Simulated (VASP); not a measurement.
# Y (P6_3/mmc) in VASP: further runs, part 2 of 2

VASP 6.6.1. The steps go on from the part before.

**4. Relaxation of cell and atoms, LDA, target pressure 40 GPa, at which the enthalpy is minimised**

INCAR reads:

```
SYSTEM = Y
  ALGO = Normal
  EDIFF = 1E-6
  EDIFFG = -0.03
  ENCUT = 600
  GGA = CA
  IBRION = 2
  ISIF = 3
  ISMEAR = 1
  LASPH = .True.
  LCHARG = .False.
  LREAL = .False.
  LWAVE = .False.
  NELM = 80
  NSW = 80
  PREC = Accurate
  PSTRESS = 400.0
  SIGMA = 0.1
```

KPOINTS reads:

```
k-points
0
Gamma
  7 7 4
  0 0 0
```

POSCAR reads:

```
Y
1.0
    3.6000000000      0.0000000000      0.0000000000
   -1.8000000000      3.1176914536      0.0000000000
    0.0000000000      0.0000000000      5.8788000000
Y
2
Direct
    0.3333333333      0.6666666667      0.2500000000
    0.6666666667      0.3333333333      0.7500000000
```

Potentials or basis: VASP PAW LDA potentials, release 64 (Y_sv).

The run is started by

```sh
cat potpaw_LDA.64/Y_sv/POTCAR > POTCAR
mpirun -np 1 vasp_std > vasp.out
```

OUTCAR:

```text
SYSTEM = Y
   EDIFF = 1E-6
   EDIFFG = -0.03
   ENCUT = 600
   GGA = CA
   IBRION = 2
   ISIF = 3
   ISMEAR = 1
   LASPH = .True.
   LREAL = .False.
   NELM = 80
   NSW = 80
   PREC = Accurate
   PSTRESS = 400.0

 ion  position               nearest neighbor table
   1  0.333  0.667  0.250-   2 3.60   2 3.60   2 3.60   2 3.60   2 3.60   2 3.60
   2  0.667  0.333  0.750-   1 3.60   1 3.60   1 3.60   1 3.60   1 3.60   1 3.60

  LATTYP: Found a hexagonal cell.
 ALAT       =     3.6000000000
 C/A-ratio  =     1.6330000000

  Lattice vectors:

 A1 = (   3.6000000000,   0.0000000000,   0.0000000000)
 A2 = (  -1.8000000000,   3.1176914536,   0.0000000000)
 A3 = (   0.0000000000,   0.0000000000,   5.8788000000)

Analysis of symmetry for initial positions (statically):
=====================================================================
 Subroutine PRICEL returns:
 Original cell was already a primitive cell.

 Routine SETGRP: Setting up the symmetry group for a
 hexagonal supercell.

 Subroutine GETGRP returns: Found 24 space group operations
 (whereof 12 operations were pure point group operations)
 out of a pool of 24 trial point group operations.

The static configuration has the point symmetry D_3d.
 The point group associated with its full space group is D_6h.

Analysis of symmetry for dynamics (positions and initial velocities):
=====================================================================
 Subroutine PRICEL returns:
 Original cell was already a primitive cell.

 Routine SETGRP: Setting up the symmetry group for a
 hexagonal supercell.

 Subroutine GETGRP returns: Found 24 space group operations
 (whereof 12 operations were pure point group operations)
 out of a pool of 24 trial point group operations.

The dynamic configuration has the point symmetry D_3d.
 The point group associated with its full space group is D_6h.

 Subroutine INISYM returns: Found 24 space group operations
 (whereof 12 operations are pure point group operations),
 and found     1 'primitive' translations

----------------------------------------------------------------------------------------

                                     Primitive cell

  volume of cell :      65.9818

  direct lattice vectors                    reciprocal lattice vectors
     3.600000000  0.000000000  0.000000000     0.277777778  0.160375075  0.000000000
    -1.800000000  3.117691454  0.000000000     0.000000000  0.320750150  0.000000000
     0.000000000  0.000000000  5.878800000     0.000000000  0.000000000  0.170102742

  length of vectors
     3.600000000  3.600000000  5.878800000     0.320750150  0.320750150  0.170102742

  position of ions in fractional coordinates (direct lattice)
     0.333333333  0.666666667  0.250000000
     0.666666667  0.333333333  0.750000000

  ion indices of the primitive-cell ions
   primitive index   ion index
                 1           1
                 2           2

----------------------------------------------------------------------------------------

 KPOINTS: k-points

Automatic generation of k-mesh.
 Grid dimensions read from file:
 generate k-points for:    7    7    4

 Generating k-lattice:

  Cartesian coordinates                     Fractional coordinates (reciprocal lattice)
     0.039682540  0.022910725  0.000000000     0.142857143  0.000000000  0.000000000
     0.000000000  0.045821450  0.000000000     0.000000000  0.142857143  0.000000000
     0.000000000  0.000000000  0.042525686     0.000000000  0.000000000  0.250000000

  Length of vectors
     0.045821450  0.045821450  0.042525686

  Shift w.r.t. Gamma in fractional coordinates (k-lattice)
     0.000000000  0.000000000  0.000000000

 Subroutine IBZKPT returns following result:
 ===========================================

 Found     24 irreducible k-points:

 Following reciprocal coordinates:
            Coordinates               Weight
  0.000000  0.000000  0.000000      1.000000
  0.142857 -0.000000  0.000000      6.000000
  0.285714 -0.000000  0.000000      6.000000
  0.428571 -0.000000  0.000000      6.000000
  0.142857  0.142857  0.000000      6.000000
  0.285714  0.142857  0.000000     12.000000
[... 16 lines left out ...]
  0.428571  0.142857  0.500000      6.000000
  0.285714  0.285714  0.500000      6.000000
   k-points           NKPTS =     24   k-points in BZ     NKDIM =     24   number of bands    NBANDS=     15
   number of dos      NEDOS =    301   number of ions     NIONS =      2
   total plane-waves  NPLWV =  43200
   dimension x,y,z NGX =    30 NGY =   30 NGZ =   48
   dimension x,y,z NGXF=    60 NGYF=   60 NGZF=   96
   ions per type =               2
   NGX,Y,Z   is equivalent  to a cutoff of  13.85, 13.85, 13.57 a.u.
   NGXF,Y,Z  is equivalent  to a cutoff of  27.71, 27.71, 27.15 a.u.
 SYSTEM =  Y
   PREC   = accura    normal or accurate (medium, high low for compatibility)
   ISTART =      0    job   : 0-new  1-cont  2-samecut
   ICHARG =      2    charge: 1-file 2-atom 10-const
   ISPIN  =      1    spin polarized calculation?
   LNONCOLLINEAR =      F non collinear calculations
   LSORBIT =      F    spin-orbit coupling
   LASPH  =      T    aspherical Exc in radial PAW
   ENCUT  =  600.0 eV  44.10 Ry    6.64 a.u.   7.19  7.19 11.74*2*pi/ulx,y,z
   NELM   =     80;   NELMIN=  2; NELMDL= -5     # of ELM steps
   EDIFF  = 0.1E-05   stopping-criterion for ELM
   LREAL  =      F    real-space projection
   EDIFFG = -.3E-01   stopping-criterion for IOM
   NSW    =     80    number of steps for IOM
   IBRION =      2    ionic relax: 0-MD 1-quasi-New 2-CG
   NFREE  =      1    steps in history (QN), initial steepest desc. (CG)
   ISIF   =      3    stress and relaxation
   ISYM   =      2    0-nonsym 1-usesym 2-fastsym
   POTIM  = 0.5000    time-step for ionic-motion
   TEBEG  =    0.0;   TEEND  =   0.0 temperature during run
   PSTRESS=  400.0 pullay stress
   NELECT =      22.0000    total number of electrons
   NUPDOWN=      -1.0000    fix difference up-down
   EMIN   =  10.00;   EMAX   =-10.00  energy-range for DOS
   EFERMI =   0.00;   METHOD = LEGACY
   ISMEAR =     1;   SIGMA  =   0.10  broadening in eV -4-tet -1-fermi 0-gaus
   EFERMI_NEDOS =   21; number of points for ismear=-14 and -15
   IALGO  =     38    algorithm
   IMIX   =      4    mixing-type and parameters
     AMIX     =   0.40;   BMIX     =  1.00
     AMIX_MAG =   1.60;   BMIX_MAG =  1.00
  volume/ion in A,a.u.               =      32.99       222.63
  Fermi-wavevector in a.u.,A,eV,Ry     =   1.135205  2.145226 17.533696  1.288690
  Thomas-Fermi vector in A             =   2.271910
   LORBIT       =      0    0 simple, 1 ext, 2 COOP (PROOUT), +10 PAW based schemes
   GGA     = CA    functional components
   LHFCALC =     F    Hartree Fock is set to
   AEXX    =    0.0000 exact exchange contribution
   IVDW    =     0    specifies the selected vdW correction
   LEPSILON=     F    determine dielectric tensor
   LRPA    =     F    only Hartree local field effects (RPA)
 conjugate gradient relaxation of ions
 non-spin polarized calculation
 Methfessel and Paxton  Order N= 1 SIGMA  =   0.10
  energy-cutoff  :      600.00
  volume of cell :       65.98
 maximum number of plane-waves:      2220
 NGX is ok and might be reduce to    30
   NGX = 15   NGY = 15   NGZ = 23

--------------------------------------- Ionic step        1  -------------------------------------------

 number of electron      22.0000000 magnetization

 Free energy of the ion-electron system (eV)
  ---------------------------------------------------
  ext. energy  EPLUGINS =         0.00000000
  ---------------------------------------------------
  free energy    TOTEN  =       -13.79536352 eV

  energy without entropy =      -13.79625361  energy(sigma->0) =      -13.79566022

 E-fermi :   2.8431     XC(G=0):  -9.6255

 val. band max:        2.8126064316   @ k =   0.4286  -0.0000   0.5000
 cond. band min:       2.8583871826   @ k =   0.2857   0.2857   0.5000
 fundamental gap:      0.0457807510
 Fermi energy:         2.8430526415
[... 978 lines left out ...]
  energy  without entropy=      -13.8446258280  energy(sigma->0) =      -13.84461274

  enthalpy is  TOTEN    =         0.1455883497 eV   P V=       13.9901945422

[... ionic steps 4 to 10 ...]

--------------------------------------- Ionic step       11  -------------------------------------------

 number of electron      22.0000000 magnetization

------------------------ aborting loop because EDIFF is reached ----------------------------------------
[... 71 lines left out ...]
--------------------------------------- Ionic step       13  -------------------------------------------

 number of electron      22.0000000 magnetization

 Free energy of the ion-electron system (eV)
  ---------------------------------------------------
  ext. energy  EPLUGINS =         0.00000000
  ---------------------------------------------------
  free energy    TOTEN  =       -11.85458514 eV

  energy without entropy =      -11.85223880  energy(sigma->0) =      -11.85380303

 E-fermi :   6.0546     XC(G=0): -12.0325

 val. band max:        6.0300500311   @ k =   0.2857   0.1429   0.5000
 cond. band min:       6.0964065906   @ k =   0.2857   0.2857   0.5000
 fundamental gap:      0.0663565595
 Fermi energy:         6.0545848141
[... 463 lines left out ...]
  energy  without entropy=      -11.8522388041  energy(sigma->0) =      -11.85380303

  enthalpy is  TOTEN    =        -2.4058551280 eV   P V=        9.4487300131

 reached required accuracy - stopping structural energy minimisation
```

OSZICAR:

```text
N       E                     dE             d eps       ncg     rms          rms(c)
DAV:   1     0.936204959578E+02    0.93620E+02   -0.12756E+04   720   0.156E+03
DAV:   2    -0.674528027475E+01   -0.10037E+03   -0.99311E+02   888   0.301E+02
DAV:   3    -0.141206542388E+02   -0.73754E+01   -0.73311E+01  1395   0.504E+01
[... 152 lines left out ...]
DAV:   4    -0.118544634002E+02   -0.11379E-03   -0.19831E-04   916   0.711E-02    0.643E-02
DAV:   5    -0.118545731778E+02   -0.10978E-03   -0.26506E-04  1088   0.612E-02    0.170E-02
DAV:   6    -0.118545840116E+02   -0.10834E-04   -0.15860E-05   952   0.235E-02    0.697E-03
DAV:   7    -0.118545851211E+02   -0.11095E-05   -0.15375E-06   486   0.102E-02    0.281E-03
DAV:   8    -0.118545851411E+02   -0.20016E-07   -0.45385E-07   360   0.372E-03
  13 F= -.24058551E+01 E0= -.24050730E+01  d E =-.593559E-04
```

CONTCAR:

```text
Y
   1.00000000000000
     2.9486469959384962    0.0000000000000000   -0.0000000000000000
    -1.4743234979692481    2.5536032052300128   -0.0000000000000000
     0.0000000000000000    0.0000000000000000    5.0262933627820852
  Y
     2
Direct
     0.3333333332999970    0.6666666667000030    0.2500000000000000
     0.6666666667000030    0.3333333332999970    0.7500000000000000

  0.00000000E+00  0.00000000E+00  0.00000000E+00
  0.00000000E+00  0.00000000E+00  0.00000000E+00
```

Run time: 5.6 min. Hardware: 1 thread of Intel Xeon Platinum 8488C (Sapphire Rapids), shared host; peak memory 0.28 GiB.

What came out:

| Quantity | Value |
| --- | --- |
| Free energy | -11.8546 eV |
| Relaxed volume | 18.92 Å³/atom |
| Relaxed cell | a = 2.949 Å, b = 2.949 Å, c = 5.026 Å, α = 90.00°, β = 90.00°, γ = 120.00° |
| Space group after relaxing (to 0.1 Å) | P6_3/mmc (No. 194) |
| Energy change on relaxing (the run minimises the enthalpy) | +970.4 meV/atom |
| Ionic steps | 13 |
| Pressure after relaxing | 40.0 GPa |
| Band gap on the k mesh | zero (bands 11 and 12 overlap by 2.36 eV) |

Stress tensor (GPa, compression positive):
```
39.95  0.00  0.00
 0.00 39.95  0.00
 0.00  0.00 40.04
```

The path:
```tsv
step	energy change (eV)	largest force (eV/Å)	pressure (GPa)	volume (Å³)
1	0.0000	0.0000	-3.86	65.98
2	54.7808	0.0000	1800.01	11.85
3	-0.0492	0.0000	3.09	56.04
4	0.1874	0.0000	10.22	50.14
5	2.0223	0.0000	41.78	37.62
6	1.8936	0.0000	39.78	38.13
7	1.8990	0.0000	39.76	38.06
8	1.9659	0.0000	39.86	37.78
9	1.9189	0.0000	39.75	37.94
10	1.9249	0.0000	39.72	37.91
11	1.9236	0.0000	39.71	37.92
12	1.9792	0.0000	40.57	37.69
13	1.9408	0.0000	39.98	37.85
```

Final structure:
```
Y
1.0
     2.94865    0.00000    0.00000
    -1.47432    2.55360    0.00000
     0.00000    0.00000    5.02629
Y
2
Direct
  0.33333 0.66667 0.25000
  0.66667 0.33333 0.75000
```

Caveat: the cell is relaxed towards a set pressure, so the run minimises the enthalpy, not the energy; the volume moved by over 15 % at a fixed basis, so the end points are rough.

**5. The runs side by side**

| cell | gap on the mesh (eV) | pressure (GPa) |
| --- | --- | --- |
| relaxed | none | 0.0 |
| relaxed to 20 GPa | none | 20.0 |
| relaxed to 40 GPa | none | 40.0 |

Alike in all rows: task relaxation of cell and atoms; level LDA; potentials or basis VASP PAW LDA potentials, release 64 (Y_sv); no spin polarisation; k mesh 7 × 7 × 4; cutoff (eV) 600; smearing methfessel-paxton 0.1 eV.

Caveats: the cell is relaxed towards a set pressure, so the run minimises the enthalpy, not the energy (at least some runs); the volume moved by over 15 % at a fixed basis, so the end points are rough (at least some runs).

Absolute energies hang on the potentials; compare differences alone.
